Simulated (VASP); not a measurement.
Set up this calculation in VASP 6.6.1, as the native input.

```yaml
Task: single point
Functional: LDA
Potentials_or_basis: VASP PAW LDA potentials, release 64 (Ba_sv)
Cutoff: 520 eV
k_mesh: 15 × 15 × 15
Occupations: fermi-dirac, width 0.1 eV
Spin: no spin polarisation
Dipole_correction: no
Further_INCAR_settings: ALGO = Normal; EDIFF = 1e-07; NBANDS = 11
```

The structure of Ba lies in POSCAR:

```
Ba
1.0
   -2.3789385306      2.3789385306      2.3789385306
    2.3789385306     -2.3789385306      2.3789385306
    2.3789385306      2.3789385306     -2.3789385306
Ba
1
Direct
    0.0000000000      0.0000000000      0.0000000000
```

The input as run:

INCAR

```
SYSTEM = Ba
PREC = Accurate ; ENCUT = 520
EDIFF = 1E-7 ; ISMEAR = -1
SIGMA = 0.1 ; LREAL = .FALSE.
LASPH = .TRUE. ; NELM = 80
ALGO = Normal ; ISIF = 2
LWAVE = .FALSE. ; LCHARG = .TRUE.
LELF = .TRUE. ; LVHAR = .TRUE.
NBANDS = 11
```

KPOINTS

```
Automatic mesh
0
G
  15 15 15
  0 0 0
```

Potentials or basis: VASP PAW LDA potentials, release 64 (Ba_sv).

Command:

```bash
$ cat potpaw_LDA.64/Ba_sv/POTCAR > POTCAR
$ mpirun -np 1 vasp_std > vasp.out
```

Results of the run:

| Property | Result |
| --- | --- |
| Pressure | 0.1 GPa |
| Band gap on the k mesh | zero (bands 5 and 6 overlap by 1.26 eV) |

Caveat: spin-orbit coupling is left out, which moves the levels of the heavy elements.

Run time: 59 s on 1 thread of Intel Xeon 8259CL (shared host), peak memory 0.2 GiB.
